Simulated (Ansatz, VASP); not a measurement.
LiCl in VASP and in Ansatz

The input INCAR:

```
PREC = Accurate
ENCUT = 750
EDIFF = 1E-6
ISMEAR = 0
SIGMA = 0.01
LREAL = False
LASPH = True
NELM = 120
ALGO = Normal
ISIF = 2
LWAVE = False
LCHARG = True
GGA = CA
LELF = True
LVHAR = True
NBANDS = 12
GGA_COMPAT = False
```

File KPOINTS:

```
regular mesh
0
Gamma
  8 8 8
```

POSCAR

```
LiCl
1.0
    0.0000000000      2.5647700000      2.5647700000
    2.5647700000      0.0000000000      2.5647700000
    2.5647700000      2.5647700000      0.0000000000
Li Cl
1 1
Direct
    0.0000000000      0.0000000000      0.0000000000
    0.5000000000      0.5000000000      0.5000000000
```

Input for Ansatz:

```yaml
crystal:
  lattice:
    - [0.0, 2.56477, 2.56477]
    - [2.56477, 0.0, 2.56477]
    - [2.56477, 2.56477, 0.0]
  atoms:
    - { symbol: Li, position: [0.0, 0.0, 0.0] }
    - { symbol: Cl, position: [0.5, 0.5, 0.5] }
kpoints:
  mp_grid: { grid: [8, 8, 8] }
scf:
  occupations: { method: fixed }
hamiltonian:
  xc: lda
  pseudopotentials: { kind: all_electron, lapw: { basis_error: 0.001 } }
output:
  forces: true
  stress: true
  eigenvalues: true
  eigenstates:
    nscf_kmesh: { grid: [16, 16, 16] }
    de_dk: true
    e_range: [-9, 15.99526]
  optics:
    e_range: [0, 30]
    de: 0.2
    sigma: 0.15
    bands: { spectra_wanted_up_to: 30 }
    nscf_kmesh: { grid: [16, 16, 16] }
checkpoint:
  write: ck
  write_wavefunctions: false
```

Alike in both runs: task single point; functional LDA; k mesh 8 × 8 × 8; no spin polarisation.

|  | VASP | Ansatz |
| --- | --- | --- |
| version | VASP 6.6.1 | Ansatz 0.2.0 |
| potentials or method | VASP PAW LDA potentials, release 64 (Li_sv, Cl), cutoff 750 eV | all-electron LAPW, scalar-relativistic |
| occupations | gaussian, width 0.01 eV | fixed |

```csv
,VASP,Ansatz,Ansatz less VASP
gap on the k mesh at the Fermi level (eV),6.00,5.99,-0.010
pressure (GPa),-3.3,-3.2,+0.08
```

LDA's correlation is that of Perdew and Zunger in VASP and of Perdew and Wang (1992) in Ansatz. Ansatz ran all-electron here, and VASP with PAW potentials.
